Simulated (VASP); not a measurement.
Re: single point with PBE

Re:

```
Re
1.0
     0.00000    2.86316    2.86316
     2.86316    0.00000    2.86316
     2.86316    2.86316    0.00000
Re
2
Direct
  0.12500 0.12500 0.12500
  0.87500 0.87500 0.87500
```

This isn't the form of Re at room conditions, which is hcp.

- Program: VASP 6.6.1
- Task: single point
- Functional: PBE
- Potentials or basis: VASP PAW PBE potentials, release 64 (Re_sv_GW)
- Cutoff: 560 eV
- k mesh: 16 × 16 × 16
- Occupations: fermi-dirac, width 0.1 eV
- Spin: no spin polarisation
- Dipole correction: no
- Further INCAR settings: ALGO = Normal; EDIFF = 1e-06; NBANDS = 22

The pressure is -7.3 GPa. The band gap on the k mesh is zero (bands 15 and 16 overlap by 1.39 eV).

Levels at points of the mesh, in eV from the Fermi level:
```csv
k point,band 12,band 13,band 14,band 15,band 16,band 17,band 18,band 19
"(0.00, 0.00, 0.00)",-2.15,-2.15,-2.15,0.62,0.62,0.62,3.87,3.87
"(0.50, 0.00, 0.00)",-2.51,-2.34,-2.34,-0.88,1.60,1.60,3.09,3.09
"(0.50, 0.50, 0.00)",-2.27,-1.94,-1.94,0.02,0.02,3.45,3.45,4.40
```

Run time: 70 s on 1 thread of AMD EPYC 9R45 96-Core Processor (Zen 5), with other jobs on the host, peak memory 0.25 GiB.

Caveat: the cell stands under tension; spin-orbit coupling is left out, which moves the levels of the heavy elements.
